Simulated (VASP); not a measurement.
# LiF (P6_3mc) in VASP: notebook, part 2 of 2

VASP 6.6.1. Earlier steps stand in the parts before.

## 4. Single point, PBE (volume 8.711 Å^3 an atom, c/a of the conventional cell 1.6656)

File INCAR:

```
PREC = Accurate
ENCUT = 520
EDIFF = 1E-7
ISMEAR = 0
SIGMA = 0.05
LREAL = F
LASPH = T
NELM = 80
ALGO = Normal
ISIF = 2
LWAVE = F
LCHARG = F
GGA = PE
NBANDS = 18
```

File KPOINTS:

```
Automatic mesh
0
Gamma
  9 9 6
```

File POSCAR:

```
LiF
1.0
    2.8907390356      0.0000000000      0.0000000000
   -1.4453695178      2.5034534406      0.0000000000
    0.0000000000      0.0000000000      4.8148149377
Li F
2 2
Direct
    0.3333333333      0.6666666667      0.3810713234
    0.6666666667      0.3333333333      0.8810713234
    0.3333333333      0.6666666667      0.9939266766
    0.6666666667      0.3333333333      0.4939266766
```

Potentials or basis: VASP PAW PBE potentials, release 64 (Li_sv, F).

Run with:

```bash
cat potpaw_PBE.64/Li_sv/POTCAR potpaw_PBE.64/F/POTCAR > POTCAR
mpirun -np 1 vasp_std > vasp.out
```

OUTCAR:

```text
PREC = Accurate
   ENCUT = 520
   EDIFF = 1E-7
   ISMEAR = 0
   LREAL = F
   LASPH = T
   NELM = 80
   ISIF = 2
   GGA = PE

 ion  position               nearest neighbor table
   1  0.333  0.667  0.381-   4 1.76   4 1.76   4 1.76   3 1.86
   2  0.667  0.333  0.881-   3 1.76   3 1.76   3 1.76   4 1.86
   3  0.333  0.667  0.994-   2 1.76   2 1.76   2 1.76   1 1.86
   4  0.667  0.333  0.494-   1 1.76   1 1.76   1 1.76   2 1.86

  LATTYP: Found a hexagonal cell.
 ALAT       =     2.8907390356
 C/A-ratio  =     1.6656000000

  Lattice vectors:

 A1 = (   2.8907390356,   0.0000000000,   0.0000000000)
 A2 = (  -1.4453695178,   2.5034534406,   0.0000000000)
 A3 = (   0.0000000000,   0.0000000000,   4.8148149377)

Analysis of symmetry for initial positions (statically):
=====================================================================
 Subroutine PRICEL returns:
 Original cell was already a primitive cell.

 Routine SETGRP: Setting up the symmetry group for a
 hexagonal supercell.

 Subroutine GETGRP returns: Found 12 space group operations
 (whereof  6 operations were pure point group operations)
 out of a pool of 24 trial point group operations.

The static configuration has the point symmetry C_3v.
 The point group associated with its full space group is C_6v.

Analysis of symmetry for dynamics (positions and initial velocities):
=====================================================================
 Subroutine PRICEL returns:
 Original cell was already a primitive cell.

 Routine SETGRP: Setting up the symmetry group for a
 hexagonal supercell.

 Subroutine GETGRP returns: Found 12 space group operations
 (whereof  6 operations were pure point group operations)
 out of a pool of 24 trial point group operations.

The dynamic configuration has the point symmetry C_3v.
 The point group associated with its full space group is C_6v.

 Subroutine INISYM returns: Found 12 space group operations
 (whereof  6 operations are pure point group operations),
 and found     1 'primitive' translations

----------------------------------------------------------------------------------------

                                     Primitive cell

  volume of cell :      34.8440

  direct lattice vectors                    reciprocal lattice vectors
     2.890739036  0.000000000  0.000000000     0.345932299  0.199724106  0.000000000
    -1.445369518  2.503453441  0.000000000     0.000000000  0.399448212  0.000000000
     0.000000000  0.000000000  4.814814938     0.000000000  0.000000000  0.207692302

  length of vectors
     2.890739036  2.890739036  4.814814938     0.399448212  0.399448212  0.207692302

  position of ions in fractional coordinates (direct lattice)
     0.333333333  0.666666667  0.381071323
     0.666666667  0.333333333  0.881071323
     0.333333333  0.666666667  0.993926677
     0.666666667  0.333333333  0.493926677

  ion indices of the primitive-cell ions
   primitive index   ion index
                 1           1
                 2           2
                 3           3
                 4           4

----------------------------------------------------------------------------------------

 KPOINTS: Automatic mesh

Automatic generation of k-mesh.
 Grid dimensions read from file:
 generate k-points for:    9    9    6

 Generating k-lattice:

  Cartesian coordinates                     Fractional coordinates (reciprocal lattice)
     0.038436922  0.022191567  0.000000000     0.111111111 -0.000000000  0.000000000
     0.000000000  0.044383135  0.000000000     0.000000000  0.111111111  0.000000000
     0.000000000  0.000000000  0.034615384     0.000000000  0.000000000  0.166666667

  Length of vectors
     0.044383135  0.044383135  0.034615384

  Shift w.r.t. Gamma in fractional coordinates (k-lattice)
     0.000000000  0.000000000  0.000000000

 Subroutine IBZKPT returns following result:
 ===========================================

 Found     48 irreducible k-points:

 Following reciprocal coordinates:
            Coordinates               Weight
  0.000000  0.000000  0.000000      1.000000
  0.111111 -0.000000  0.000000      6.000000
  0.222222  0.000000  0.000000      6.000000
  0.333333  0.000000  0.000000      6.000000
  0.444444  0.000000  0.000000      6.000000
  0.111111  0.111111  0.000000      6.000000
[... 16 lines left out ...]
  0.333333  0.222222  0.166667     24.000000
  0.333333  0.333333  0.166667      4.000000
 [... further k-points ...]
   k-points           NKPTS =     48   k-points in BZ     NKDIM =     48   number of bands    NBANDS=     18
   number of dos      NEDOS =    301   number of ions     NIONS =      4
   total plane-waves  NPLWV =  20736
   dimension x,y,z NGX =    24 NGY =   24 NGZ =   36
   dimension x,y,z NGXF=    48 NGYF=   48 NGZF=   72
   ions per type =               2   2
   NGX,Y,Z   is equivalent  to a cutoff of  13.80, 13.80, 12.43 a.u.
   NGXF,Y,Z  is equivalent  to a cutoff of  27.60, 27.60, 24.86 a.u.
 SYSTEM =  unknown system
   PREC   = accura    normal or accurate (medium, high low for compatibility)
   ISTART =      0    job   : 0-new  1-cont  2-samecut
   ICHARG =      2    charge: 1-file 2-atom 10-const
   ISPIN  =      1    spin polarized calculation?
   LNONCOLLINEAR =      F non collinear calculations
   LSORBIT =      F    spin-orbit coupling
   LASPH  =      T    aspherical Exc in radial PAW
   ENCUT  =  520.0 eV  38.22 Ry    6.18 a.u.   5.37  5.37  8.95*2*pi/ulx,y,z
   NELM   =     80;   NELMIN=  2; NELMDL= -5     # of ELM steps
   EDIFF  = 0.1E-06   stopping-criterion for ELM
   LREAL  =      F    real-space projection
   EDIFFG = 0.1E-05   stopping-criterion for IOM
   NSW    =      0    number of steps for IOM
   IBRION =     -1    ionic relax: 0-MD 1-quasi-New 2-CG
   NFREE  =      0    steps in history (QN), initial steepest desc. (CG)
   ISIF   =      2    stress and relaxation
   ISYM   =      2    0-nonsym 1-usesym 2-fastsym
   POTIM  = 0.5000    time-step for ionic-motion
   TEBEG  =    0.0;   TEEND  =   0.0 temperature during run
   PSTRESS=    0.0 pullay stress
   NELECT =      20.0000    total number of electrons
   NUPDOWN=      -1.0000    fix difference up-down
   EMIN   =  10.00;   EMAX   =-10.00  energy-range for DOS
   EFERMI =   0.00;   METHOD = LEGACY
   ISMEAR =     0;   SIGMA  =   0.05  broadening in eV -4-tet -1-fermi 0-gaus
   EFERMI_NEDOS =   21; number of points for ismear=-14 and -15
   IALGO  =     38    algorithm
   IMIX   =      4    mixing-type and parameters
     AMIX     =   0.40;   BMIX     =  1.00
     AMIX_MAG =   1.60;   BMIX_MAG =  1.00
  volume/ion in A,a.u.               =       8.71        58.78
  Fermi-wavevector in a.u.,A,eV,Ry     =   1.360532  2.571033 25.185036  1.851048
  Thomas-Fermi vector in A             =   2.487186
   LORBIT       =      0    0 simple, 1 ext, 2 COOP (PROOUT), +10 PAW based schemes
   GGA     = PE    functional components
   LHFCALC =     F    Hartree Fock is set to
   AEXX    =    0.0000 exact exchange contribution
   IVDW    =     0    specifies the selected vdW correction
   LEPSILON=     F    determine dielectric tensor
   LRPA    =     F    only Hartree local field effects (RPA)
 non-spin polarized calculation
 Gauss-broadening in eV      SIGMA  =   0.05
  energy-cutoff  :      520.00
  volume of cell :       34.84
 maximum number of plane-waves:       966
 NGX is ok and might be reduce to    24
   NGX = 11   NGY = 11   NGZ = 17

 number of electron      19.9999994 magnetization

 Free energy of the ion-electron system (eV)
  ---------------------------------------------------
  ext. energy  EPLUGINS =         0.00000000
  ---------------------------------------------------
  free energy    TOTEN  =       -19.00936699 eV

  energy without entropy =      -19.00936699  energy(sigma->0) =      -19.00936699

 E-fermi :  -1.5887     XC(G=0):  -9.4240

 val. band max:       -1.8928913466   @ k =   0.0000   0.0000   0.0000
 cond. band min:       6.7345487994   @ k =   0.0000   0.0000   0.0000
 fundamental gap:      8.6274401460
 Fermi energy:        -1.5886918077

 k-point     1 :       0.0000    0.0000    0.0000
  band No.  band energies     occupation
      1     -41.9276      2.00000
      2     -41.8680      2.00000
      3     -21.4705      2.00000
      4     -21.2295      2.00000
      5      -4.3694      2.00000
      6      -2.2364      2.00000
[... 10 lines left out ...]
     17      19.5487      0.00000
     18      19.5487      0.00000
[... 466 lines left out ...]
      2     -41.8416      2.00000
      3     -21.2117      2.00000
      4     -21.2117      2.00000
      5      -4.1960      2.00000
      6      -3.2690      2.00000
[... 10 lines left out ...]
     17      17.8960      0.00000
     18      21.3572      0.00000

 [... further k-points ...]
[... 5 lines left out ...]
  --------------------------------------------------------------------------------------
  -------------------------------------------------------------------------------------
  Total        3.6681998      3.6681998      1.5574707      0.0000000     -0.0000000      0.0000000
  in kB      168.6691132    168.6691132     71.6147473      0.0000000     -0.0000000      0.0000000
  external PRESSURE =     136.3176579 kB  Pullay stress =       0.0000000 kB

 VOLUME and BASIS-vectors are now :
 -----------------------------------------------------------------------------
  energy-cutoff  :      520.00
  volume of cell :       34.84
      direct lattice vectors                 reciprocal lattice vectors
     2.890739036  0.000000000  0.000000000     0.345932299  0.199724106  0.000000000
    -1.445369518  2.503453441  0.000000000     0.000000000  0.399448212  0.000000000
     0.000000000  0.000000000  4.814814938     0.000000000  0.000000000  0.207692302

 POSITION                                       TOTAL-FORCE (eV/Angst)
 -----------------------------------------------------------------------------------
     -0.00000      1.66897      1.83479         0.000000      0.000000     -0.343188
      1.44537      0.83448      4.24220        -0.000000      0.000000     -0.343188
     -0.00000      1.66897      4.78557         0.000000     -0.000000      0.343188
      1.44537      0.83448      2.37817        -0.000000      0.000000      0.343188
 -----------------------------------------------------------------------------------
    total drift:                                0.000000      0.000000     -0.005242

  FREE ENERGIE OF THE ION-ELECTRON SYSTEM (eV)
  ---------------------------------------------------
  free  energy   TOTEN  =       -19.0093669919 eV

  energy  without entropy=      -19.0093669919  energy(sigma->0) =      -19.00936699
```

OSZICAR:

```text
N       E                     dE             d eps       ncg     rms          rms(c)
DAV:   1     0.121552434765E+03    0.12155E+03   -0.11040E+04  1728   0.123E+03
DAV:   2    -0.102646253149E+02   -0.13182E+03   -0.12907E+03  1994   0.310E+02
DAV:   3    -0.203517887629E+02   -0.10087E+02   -0.10030E+02  3166   0.632E+01
DAV:   4    -0.204537963505E+02   -0.10201E+00   -0.10185E+00  2244   0.759E+00
DAV:   5    -0.204546023958E+02   -0.80605E-03   -0.80592E-03  2282   0.596E-01    0.749E+00
DAV:   6    -0.189402271767E+02    0.15144E+01   -0.38911E+00  1812   0.155E+01    0.215E+00
DAV:   7    -0.189720961986E+02   -0.31869E-01   -0.14664E-01  2038   0.274E+00    0.149E+00
DAV:   8    -0.190103637014E+02   -0.38268E-01   -0.58596E-02  1970   0.232E+00    0.395E-01
DAV:   9    -0.190086460223E+02    0.17177E-02   -0.71229E-03  2358   0.704E-01    0.913E-02
DAV:  10    -0.190093680664E+02   -0.72204E-03   -0.99078E-04  1872   0.229E-01    0.353E-02
DAV:  11    -0.190093638709E+02    0.41955E-05   -0.32036E-05  2418   0.538E-02    0.789E-03
DAV:  12    -0.190093667450E+02   -0.28741E-05   -0.51851E-06  1892   0.193E-02    0.194E-03
DAV:  13    -0.190093668645E+02   -0.11954E-06   -0.19541E-07  2174   0.392E-03    0.522E-04
DAV:  14    -0.190093669995E+02   -0.13498E-06   -0.32569E-08  1518   0.166E-03    0.279E-04
DAV:  15    -0.190093669919E+02    0.75656E-08   -0.55248E-09  1070   0.579E-04
   1 F= -.19009367E+02 E0= -.19009367E+02  d E =-.488781E-20
```

Run time: 63 s. Hardware: 1 thread of AMD EPYC 7R13, shared host; peak memory 0.13 GiB.

What came out:

- Free energy: -19.0094 eV
- Largest force: 0.343 eV/Å
- Band gap on the k mesh: 8.63 eV, direct

Forces in eV/Å, atoms in the order of the input:
```
Li   0.000  0.000 -0.343
Li   0.000  0.000 -0.343
F    0.000  0.000  0.343
F    0.000  0.000  0.343
```

Caveat: the cutoff is under 1.25 times the usual one of these potentials, so pressure, stress and relaxed cells hold a basis-set (Pulay) error.

## 5. Summary

| cell | gap on the mesh (eV) | largest force (eV/Å) |
| --- | --- | --- |
| a = 3.419, b = 3.419, c = 4.753 Å, angles 90.0, 90.0, 120.0°, 4 atoms | 6.81 | 0.26 |
| a = 2.833, b = 2.833, c = 5.012 Å, angles 90.0, 90.0, 120.0°, 4 atoms | 8.55 | 0.62 |
| a = 2.891, b = 2.891, c = 4.815 Å, angles 90.0, 90.0, 120.0°, 4 atoms | 8.63 | 0.34 |

Alike in all rows: task single point; level PBE; potentials or basis VASP PAW PBE potentials, release 64 (Li_sv, F); no spin polarisation; k mesh 9 × 9 × 6; cutoff (eV) 520; smearing gaussian 0.05 eV.

Caveats: the cutoff is under 1.25 times the usual one of these potentials, so pressure, stress and relaxed cells hold a basis-set (Pulay) error.

Absolute energies hang on the potentials; compare differences alone.
